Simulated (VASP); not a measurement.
# Ba (Pm-3m) in VASP: further runs

Aim: see how the results for Ba move with the level of theory and the settings. Levels: LDA, PBEsol, BLYP+D3(BJ). Tasks: single point, relaxation of cell and atoms.

All numbers are computed with VASP 6.6.1; they aren't measurements. Logs are shortened: lines on timing, memory, paths and dates and some standing lists are left out, and cuts for length are marked.

## 1. The cell of the first run

The structure is cubic, space group Pm-3m (No. 221). Conventional cell: a = 3.701 Å, b = 3.701 Å, c = 3.701 Å, α = 90.00°, β = 90.00°, γ = 90.00°. Within 4.9 Å of Ba (site symmetry m-3m) lie 6 Ba at 3.70 Å.

## 2. Single point, LDA

The input, INCAR:

```
SYSTEM = Ba
PREC = Accurate ; ENCUT = 520
EDIFF = 1E-6 ; ISMEAR = -1
SIGMA = 0.1 ; LREAL = .False.
LASPH = .True. ; NELM = 60
ALGO = Normal ; ISIF = 2
LWAVE = .False. ; LCHARG = .False.
GGA = CA ; NBANDS = 11
```

The input, KPOINTS:

```
Automatic mesh
0
Gamma
  6 6 6
  0 0 0
```

The input, POSCAR:

```
Ba
1.0
    3.7006347625      0.0000000000      0.0000000000
    0.0000000000      3.7006347625      0.0000000000
    0.0000000000      0.0000000000      3.7006347625
Ba
1
Direct
    0.0000000000      0.0000000000      0.0000000000
```

Potentials or basis: VASP PAW LDA potentials, release 64 (Ba_sv).

On the command line:

```bash
$ cat potpaw_LDA.64/Ba_sv/POTCAR > POTCAR
$ mpirun -np 1 vasp_std > vasp.out
```

OUTCAR:

```text
SYSTEM = Ba
   PREC = Accurate
   ENCUT = 520
   EDIFF = 1E-6
   ISMEAR = -1
   LREAL = .False.
   LASPH = .True.
   NELM = 60
   ISIF = 2
   GGA = CA

 ion  position               nearest neighbor table
   1  0.000  0.000  0.000-

  LATTYP: Found a simple cubic cell.
 ALAT       =     3.7006347625

  Lattice vectors:

 A1 = (   3.7006347625,   0.0000000000,   0.0000000000)
 A2 = (   0.0000000000,   3.7006347625,   0.0000000000)
 A3 = (   0.0000000000,   0.0000000000,   3.7006347625)

Analysis of symmetry for initial positions (statically):
=====================================================================
 Subroutine PRICEL returns:
 Original cell was already a primitive cell.

 Routine SETGRP: Setting up the symmetry group for a
 simple cubic supercell.

 Subroutine GETGRP returns: Found 48 space group operations
 (whereof 48 operations were pure point group operations)
 out of a pool of 48 trial point group operations.

The static configuration has the point symmetry O_h .

Analysis of symmetry for dynamics (positions and initial velocities):
=====================================================================
 Subroutine PRICEL returns:
 Original cell was already a primitive cell.

 Routine SETGRP: Setting up the symmetry group for a
 simple cubic supercell.

 Subroutine GETGRP returns: Found 48 space group operations
 (whereof 48 operations were pure point group operations)
 out of a pool of 48 trial point group operations.

The dynamic configuration has the point symmetry O_h .

 Subroutine INISYM returns: Found 48 space group operations
 (whereof 48 operations are pure point group operations),
 and found     1 'primitive' translations

----------------------------------------------------------------------------------------

                                     Primitive cell

  volume of cell :      50.6791

  direct lattice vectors                    reciprocal lattice vectors
     3.700634763  0.000000000  0.000000000     0.270223911  0.000000000  0.000000000
     0.000000000  3.700634763  0.000000000     0.000000000  0.270223911  0.000000000
     0.000000000  0.000000000  3.700634763     0.000000000  0.000000000  0.270223911

  length of vectors
     3.700634763  3.700634763  3.700634763     0.270223911  0.270223911  0.270223911

  position of ions in fractional coordinates (direct lattice)
     0.000000000  0.000000000  0.000000000

  ion indices of the primitive-cell ions
   primitive index   ion index
                 1           1

----------------------------------------------------------------------------------------

 KPOINTS: Automatic mesh

Automatic generation of k-mesh.
 Grid dimensions read from file:
 generate k-points for:    6    6    6

 Generating k-lattice:

  Cartesian coordinates                     Fractional coordinates (reciprocal lattice)
     0.045037319  0.000000000  0.000000000     0.166666667  0.000000000  0.000000000
     0.000000000  0.045037319  0.000000000     0.000000000  0.166666667  0.000000000
     0.000000000  0.000000000  0.045037319     0.000000000  0.000000000  0.166666667

  Length of vectors
     0.045037319  0.045037319  0.045037319

  Shift w.r.t. Gamma in fractional coordinates (k-lattice)
     0.000000000  0.000000000  0.000000000

 Subroutine IBZKPT returns following result:
 ===========================================

 Found     20 irreducible k-points:

 Following reciprocal coordinates:
            Coordinates               Weight
  0.000000  0.000000  0.000000      1.000000
  0.166667  0.000000  0.000000      6.000000
  0.333333  0.000000  0.000000      6.000000
  0.500000  0.000000  0.000000      3.000000
  0.166667  0.166667  0.000000     12.000000
  0.333333  0.166667  0.000000     24.000000
[... 12 lines left out ...]
  0.500000  0.500000  0.333333      6.000000
  0.500000  0.500000  0.500000      1.000000
   k-points           NKPTS =     20   k-points in BZ     NKDIM =     20   number of bands    NBANDS=     11
   number of dos      NEDOS =    301   number of ions     NIONS =      1
   total plane-waves  NPLWV =  21952
   dimension x,y,z NGX =    28 NGY =   28 NGZ =   28
   dimension x,y,z NGXF=    56 NGYF=   56 NGZF=   56
   ions per type =               1
   NGX,Y,Z   is equivalent  to a cutoff of  12.58, 12.58, 12.58 a.u.
   NGXF,Y,Z  is equivalent  to a cutoff of  25.16, 25.16, 25.16 a.u.
 SYSTEM =  Ba
   PREC   = accura    normal or accurate (medium, high low for compatibility)
   ISTART =      0    job   : 0-new  1-cont  2-samecut
   ICHARG =      2    charge: 1-file 2-atom 10-const
   ISPIN  =      1    spin polarized calculation?
   LNONCOLLINEAR =      F non collinear calculations
   LSORBIT =      F    spin-orbit coupling
   LASPH  =      T    aspherical Exc in radial PAW
   ENCUT  =  520.0 eV  38.22 Ry    6.18 a.u.   6.88  6.88  6.88*2*pi/ulx,y,z
   NELM   =     60;   NELMIN=  2; NELMDL= -5     # of ELM steps
   EDIFF  = 0.1E-05   stopping-criterion for ELM
[... 57 lines left out ...]
  band No.  band energies     occupation
      1     -26.7216      2.00000
      2     -11.3257      2.00000
      3     -11.3257      2.00000
      4     -11.3257      2.00000
      5      -0.4580      2.00000
      6       1.9570      1.82756
      7       1.9570      1.82756
      8       8.0538      0.00000
      9       8.0538      0.00000
     10       8.0538      0.00000
     11      10.9218      0.00000

 k-point     2 :       0.1667    0.0000    0.0000
  band No.  band energies     occupation
      1     -26.6907      2.00000
      2     -11.6713      2.00000
      3     -11.2957      2.00000
      4     -11.2957      2.00000
      5       0.0172      2.00000
      6       2.1066      1.40716
      7       2.5761      0.04246
      8       6.9241      0.00000
      9       6.9241      0.00000
     10       8.1375      0.00000
     11       9.4479      0.00000

 k-point     3 :       0.3333    0.0000    0.0000
  band No.  band energies     occupation
      1     -26.6277      2.00000
      2     -12.2855      2.00000
      3     -11.2345      2.00000
      4     -11.2345      2.00000
      5       0.9485      1.99999
      6       2.4483      0.14447
      7       3.6047      0.00000
      8       5.6201      0.00000
      9       5.6201      0.00000
     10       8.3155      0.00000
     11       8.7858      0.00000

 k-point     4 :       0.5000    0.0000    0.0000
  band No.  band energies     occupation
      1     -26.5956      2.00000
      2     -12.5634      2.00000
      3     -11.2034      2.00000
      4     -11.2034      2.00000
      5       1.5726      1.99597
      6       2.6481      0.02089
      7       3.5140      0.00000
      8       5.1353      0.00000
      9       5.1353      0.00000
     10       8.4105      0.00000
     11       9.6546      0.00000

 k-point     5 :       0.1667    0.1667    0.0000
  band No.  band energies     occupation
      1     -26.6600      2.00000
      2     -11.6541      2.00000
      3     -11.6171      2.00000
      4     -11.2661      2.00000
      5       0.4858      2.00000
      6       2.4800      0.10736
      7       2.9449      0.00108
      8       5.7462      0.00000
      9       6.8444      0.00000
     10       7.2890      0.00000
     11      10.3149      0.00000
[... 155 lines left out ...]
 k-point    17 :       0.3333    0.3333    0.3333
  band No.  band energies     occupation
      1     -26.4468      2.00000
      2     -12.0535      2.00000
      3     -12.0135      2.00000
      4     -12.0135      2.00000
      5       1.8796      1.91653
      6       2.9038      0.00164
      7       2.9038      0.00164
      8       6.4147      0.00000
      9       6.4147      0.00000
     10       7.0099      0.00000
     11       8.9343      0.00000

 k-point    18 :       0.5000    0.3333    0.3333
  band No.  band energies     occupation
      1     -26.4163      2.00000
      2     -12.2859      2.00000
      3     -11.9964      2.00000
      4     -11.9715      2.00000
      5       1.7382      1.97905
      6       2.4096      0.20571
      7       2.8743      0.00220
      8       6.5207      0.00000
      9       6.9461      0.00000
     10       8.1357      0.00000
     11       9.6109      0.00000

 k-point    19 :       0.5000    0.5000    0.3333
  band No.  band energies     occupation
      1     -26.3861      2.00000
      2     -12.2397      2.00000
      3     -12.2397      2.00000
      4     -11.9424      2.00000
      5       1.5184      1.99765
      6       2.4153      0.19550
      7       2.4153      0.19550
      8       6.8419      0.00000
      9       7.2705      0.00000
     10      10.0713      0.00000
     11      10.0725      0.00000

 k-point    20 :       0.5000    0.5000    0.5000
  band No.  band energies     occupation
      1     -26.3561      2.00000
      2     -12.1951      2.00000
      3     -12.1951      2.00000
      4     -12.1951      2.00000
      5       1.8857      1.91153
      6       1.8857      1.91153
      7       1.8857      1.91153
      8       6.3352      0.00000
      9      10.2278      0.00000
     10      10.2465      0.00000
     11      10.5968      0.00000

------------------------ aborting loop because EDIFF is reached ----------------------------------------

  FORCE on cell =-STRESS in cart. coord.  units (eV):
  Direction    XX          YY          ZZ          XY          YZ          ZX
  --------------------------------------------------------------------------------------
  -------------------------------------------------------------------------------------
  Total        0.0726817      0.0726817      0.0726817     -0.0000000     -0.0000000     -0.0000000
  in kB        2.2977738      2.2977738      2.2977738     -0.0000000     -0.0000000     -0.0000000
  external PRESSURE =       2.2977738 kB  Pullay stress =       0.0000000 kB

 VOLUME and BASIS-vectors are now :
 -----------------------------------------------------------------------------
  energy-cutoff  :      520.00
  volume of cell :       50.68
      direct lattice vectors                 reciprocal lattice vectors
     3.700634763  0.000000000  0.000000000     0.270223911  0.000000000  0.000000000
     0.000000000  3.700634763  0.000000000     0.000000000  0.270223911  0.000000000
     0.000000000  0.000000000  3.700634763     0.000000000  0.000000000  0.270223911

 POSITION                                       TOTAL-FORCE (eV/Angst)
 -----------------------------------------------------------------------------------
      0.00000      0.00000      0.00000         0.000000      0.000000      0.000000
 -----------------------------------------------------------------------------------
    total drift:                               -0.000000      0.000000     -0.000000

  FREE ENERGIE OF THE ION-ELECTRON SYSTEM (eV)
  ---------------------------------------------------
  free  energy   TOTEN  =        -1.9803912326 eV

  energy  without entropy=       -1.9424913634  energy(sigma->0) =       -1.96144130
```

Run time: 8.3 s. Hardware: 1 thread of Intel Xeon Platinum 8488C (Sapphire Rapids), shared host; peak memory 0.14 GiB.

What came out:

```
Free energy            : -1.9804 eV
Pressure               : 0.2 GPa
Band gap on the k mesh : zero (band 5 reaches 2.31 eV, above the bottom of band 6 at 1.89 eV)
```

Caveat: spin-orbit coupling is left out, which moves the levels of the heavy elements.

## 3. Single point, PBEsol

This run uses another cell than the first one, of 55.20 Å³/atom, 1.089 times its volume.

The input, INCAR:

```
ALGO = Normal ; EDIFF = 1E-7
ENCUT = 520 ; GGA = PS
ISIF = 2 ; ISMEAR = -1
LASPH = True ; LCHARG = False
LREAL = False ; LWAVE = False
NBANDS = 11 ; NELM = 80
PREC = Accurate ; SIGMA = 0.1
```

The input, KPOINTS:

```
k-points
0
Gamma
  6 6 6
```

The input, POSCAR:

```
Ba
1.0
    3.8075247662      0.0000000000      0.0000000000
    0.0000000000      3.8075247662      0.0000000000
    0.0000000000      0.0000000000      3.8075247662
Ba
1
Direct
    0.0000000000      0.0000000000      0.0000000000
```

Potentials or basis: VASP PAW PBE potentials, release 64 (Ba_sv).

On the command line:

```bash
$ cat potpaw_PBE.64/Ba_sv/POTCAR > POTCAR
$ mpirun -np 1 vasp_std > vasp.out
```

It took 10 s on 1 thread of Intel Xeon Platinum 8488C (Sapphire Rapids), shared host; peak memory 0.15 GiB.

Results (log left out):

| Property | Result |
| --- | --- |
| Free energy | -1.8601 eV |
| Pressure | 0.2 GPa |
| Band gap on the k mesh | zero (band 5 reaches 2.04 eV, above the bottom of band 6 at 1.77 eV) |

Levels at points of the mesh, in eV from the Fermi level:
| k point | band 1 | band 2 | band 3 | band 4 | band 5 | band 6 | band 7 | band 8 | band 9 | band 10 |
| --- | --- | --- | --- | --- | --- | --- | --- | --- | --- | --- |
| (0.00, 0.00, 0.00) | -29.04 | -13.74 | -13.74 | -13.74 | -2.68 | -0.12 | -0.12 | 5.41 | 5.41 | 5.41 |
| (0.50, 0.00, 0.00) | -28.95 | -14.72 | -13.64 | -13.64 | -0.69 | 0.52 | 1.01 | 2.80 | 2.80 | 5.72 |
| (0.50, 0.50, 0.00) | -28.86 | -14.57 | -14.57 | -13.55 | -1.25 | 0.73 | 3.37 | 3.37 | 3.81 | 3.81 |
| (0.50, 0.50, 0.50) | -28.77 | -14.43 | -14.43 | -14.43 | -0.20 | -0.20 | -0.20 | 4.00 | 7.33 | 7.33 |

Caveat: the PAW data sets were made with another functional, which shifts forces and pressure a little; spin-orbit coupling is left out, which moves the levels of the heavy elements.

## 4. Single point, BLYP+D3(BJ)

This run uses another cell than the first one, of 55.29 Å³/atom, 1.091 times its volume.

The input, INCAR:

```
AGGAC = 1.0
AGGAX = 1.0
ALDAC = 0.0
ALDAX = 1.0
ALGO = Normal
EDIFF = 1E-6
ENCUT = 520
GGA = B5
ISIF = 2
ISMEAR = -1
IVDW = 12
LASPH = T
LCHARG = F
LREAL = F
LWAVE = F
NBANDS = 11
NELM = 60
PREC = Accurate
SIGMA = 0.1
VDW_A1 = 0.4298
VDW_A2 = 4.2359
VDW_S6 = 1.0
VDW_S8 = 2.6996
```

KPOINTS is that of step 3.

The input, POSCAR:

```
Ba
1.0
    3.8096419453      0.0000000000      0.0000000000
    0.0000000000      3.8096419453      0.0000000000
    0.0000000000      0.0000000000      3.8096419453
Ba
1
Direct
    0.0000000000      0.0000000000      0.0000000000
```

On the command line:

```bash
$ cat potpaw_PBE.64/Ba_sv/POTCAR > POTCAR
$ mpirun -np 1 vasp_std > vasp.out
```

Wall time 20 s (1 thread of Intel Xeon Platinum 8488C (Sapphire Rapids), shared host); peak memory 0.16 GiB.

The run converged. Its results:

```
Free energy                : -1.4925 eV
Pressure                   : 0.2 GPa
Band gap on the k mesh     : zero (band 5 reaches 2.68 eV, above the bottom of band 6 at 2.35 eV)
Dispersion energy per atom : -0.597 eV
```

Levels at points of the mesh, in eV from the Fermi level:
```csv
k point,band 2,band 3,band 4,band 5,band 6,band 7,band 8,band 9
"(0.00, 0.00, 0.00)",-13.90,-13.90,-13.90,-2.58,-0.14,-0.14,5.17,5.17
"(0.50, 0.00, 0.00)",-14.86,-13.81,-13.81,-0.64,0.48,1.13,2.65,2.65
"(0.50, 0.50, 0.00)",-14.71,-14.71,-13.72,-1.26,0.71,3.20,3.20,3.94
"(0.50, 0.50, 0.50)",-14.58,-14.58,-14.58,-0.24,-0.24,-0.24,4.08,7.10
```

Caveat: the PAW data sets were made with another functional, which shifts forces and pressure a little; spin-orbit coupling is left out, which moves the levels of the heavy elements; pairwise dispersion overbinds metals, which lowers pressure and volume.

## 5. Relaxation of cell and atoms, PBEsol

This run uses another cell than the first one, of 60.13 Å³/atom, 1.187 times its volume.

The input, INCAR:

```
PREC = Accurate ; ENCUT = 600
EDIFF = 1E-6 ; ISMEAR = -1
SIGMA = 0.1 ; LREAL = F
LASPH = T ; NELM = 80
ALGO = Normal ; ISIF = 3
LWAVE = F ; LCHARG = F
GGA = PS ; IBRION = 2
NSW = 50 ; EDIFFG = -0.05
```

The input, KPOINTS:

```
regular mesh
0
Gamma
  6 6 6
```

The input, POSCAR:

```
Ba
1.0
    3.9177180000      0.0000000000      0.0000000000
    0.0000000000      3.9177180000      0.0000000000
    0.0000000000      0.0000000000      3.9177180000
Ba
1
Direct
    0.0000000000      0.0000000000      0.0000000000
```

On the command line:

```bash
$ cat potpaw_PBE.64/Ba_sv/POTCAR > POTCAR
$ mpirun -np 1 vasp_std > vasp.out
```

Wall time 29 s (1 thread of Intel Xeon Platinum 8488C (Sapphire Rapids), shared host); peak memory 0.19 GiB.

The run converged. Its results:

```
Free energy                            : -1.8607 eV
Relaxed volume                         : 56.43 Å³/atom
Relaxed cell                           : a = 3.836 Å, b = 3.836 Å, c = 3.836 Å, α = 90.00°, β = 90.00°, γ = 90.00°
Space group after relaxing (to 0.05 Å) : Pm-3m (No. 221)
Energy gained by relaxing              : 6.1 meV/atom
Ionic steps                            : 4
Pressure after relaxing                : 0.0 GPa
Band gap on the k mesh                 : zero (band 5 reaches 1.96 eV, above the bottom of band 6 at 1.72 eV)
```

Step by step:
```tsv
step	energy change (eV)	largest force (eV/Å)	pressure (GPa)	volume (Å³)
1	0.0000	0.0000	-0.50	60.13
2	-0.0040	0.0000	-0.30	58.52
3	-0.0050	0.0000	0.24	54.88
4	-0.0061	0.0000	-0.01	56.43
```

Final structure:
```
Ba
1.0
     3.83555    0.00000    0.00000
     0.00000    3.83555    0.00000
     0.00000    0.00000    3.83555
Ba
1
Cartesian
  0.0000 0.0000 0.0000
```

Levels at points of the mesh, in eV from the Fermi level:
| k point | band 2 | band 3 | band 4 | band 5 | band 6 | band 7 | band 8 | band 9 |
| --- | --- | --- | --- | --- | --- | --- | --- | --- |
| (0.00, 0.00, 0.00) | -13.78 | -13.78 | -13.78 | -2.67 | -0.10 | -0.10 | 5.30 | 5.30 |
| (0.50, 0.00, 0.00) | -14.70 | -13.70 | -13.70 | -0.71 | 0.53 | 0.96 | 2.75 | 2.75 |
| (0.50, 0.50, 0.00) | -14.57 | -14.57 | -13.61 | -1.21 | 0.70 | 3.31 | 3.31 | 3.71 |
| (0.50, 0.50, 0.50) | -14.44 | -14.44 | -14.44 | -0.18 | -0.18 | -0.18 | 3.99 | 7.16 |

Caveat: the PAW data sets were made with another functional, which shifts forces and pressure a little; spin-orbit coupling is left out, which moves the levels of the heavy elements.

## 6. Overview

| task | level | potentials or basis | cell | cutoff (eV) | gap on the mesh (eV) | pressure (GPa) |
| --- | --- | --- | --- | --- | --- | --- |
| single point | LDA | VASP PAW LDA potentials, release 64 (Ba_sv) | a = 3.701 Å, 1 atom | 520 | none | 0.2 |
| single point | PBEsol | VASP PAW PBE potentials, release 64 (Ba_sv) | a = 3.808 Å, 1 atom | 520 | none | 0.2 |
| single point | BLYP+D3(BJ) | VASP PAW PBE potentials, release 64 (Ba_sv) | a = 3.810 Å, 1 atom | 520 | none | 0.2 |
| relaxation of cell and atoms | PBEsol | VASP PAW PBE potentials, release 64 (Ba_sv) | relaxed from a = 3.918 Å, 1 atom | 600 | none | 0.0 |

Alike in all rows: no spin polarisation; k mesh 6 × 6 × 6; smearing fermi-dirac 0.1 eV.

Caveats: spin-orbit coupling is left out, which moves the levels of the heavy elements; the PAW data sets were made with another functional, which shifts forces and pressure a little (some runs); pairwise dispersion overbinds metals, which lowers pressure and volume (some runs).

Absolute energies hang on the potentials; compare differences alone.
